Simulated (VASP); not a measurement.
Write the native input for VASP 6.6.1 that does the following.

| Item | Value |
| --- | --- |
| Task | single point |
| Functional | BLYP |
| Potentials or basis | VASP PAW PBE potentials, release 64 (In_d, P) |
| Cutoff | 520 eV |
| k mesh | 6 × 6 × 6 |
| Occupations | gaussian, width 0.01 eV |
| Spin | no spin polarisation |
| Dipole correction | no |
| Further INCAR settings | ALGO = Normal; EDIFF = 1e-06; NBANDS = 16 |

The structure of InP lies in POSCAR:

```
InP
1.0
    0.0000000000      2.9305000000      2.9305000000
    2.9305000000      0.0000000000      2.9305000000
    2.9305000000      2.9305000000      0.0000000000
In P
1 1
Direct
    0.0000000000      0.0000000000      0.0000000000
    0.2500000000      0.2500000000      0.2500000000
```

These files were run (other wordings do the same):

INCAR

```
PREC     = Accurate       # precision mode
ENCUT    = 520            # plane-wave cutoff, eV
EDIFF    = 1E-6           # SCF threshold, eV
ISMEAR   = 0              # smearing method
SIGMA    = 0.01           # smearing width, eV
LREAL    = F              # projectors in reciprocal space
LASPH    = T              # aspherical terms in the spheres
NELM     = 80             # most SCF steps
ALGO     = Normal         # electronic algorithm
ISIF     = 2              # what is computed and relaxed
LWAVE    = F              # write WAVECAR
LCHARG   = T              # write CHGCAR
GGA      = B5             # functional
ALDAX    = 1.0          
AGGAX    = 1.0          
AGGAC    = 1.0          
ALDAC    = 0.0          
LELF     = T              # ELF
LVHAR    = T            
NBANDS   = 16             # bands
```

KPOINTS

```
Automatic mesh
0
Gamma
  6 6 6
```

Potentials or basis: VASP PAW PBE potentials, release 64 (In_d, P).

The run is started by

```bash
$ cat potpaw_PBE.64/In_d/POTCAR potpaw_PBE.64/P/POTCAR > POTCAR
$ mpirun -np 1 vasp_std > vasp.out
```

It gave:

```yaml
Pressure: 6.8 GPa
Band_gap_on_the_k_mesh: 0.62 eV, direct
```

Caveat: the PAW data sets were made with another functional, which shifts forces and pressure a little; spin-orbit coupling is left out, which moves the levels of the heavy elements.

Wall time 19 s on 1 thread of AMD EPYC 9R45 96-Core Processor (Zen 5), with other jobs on the host, peak memory 0.15 GiB.
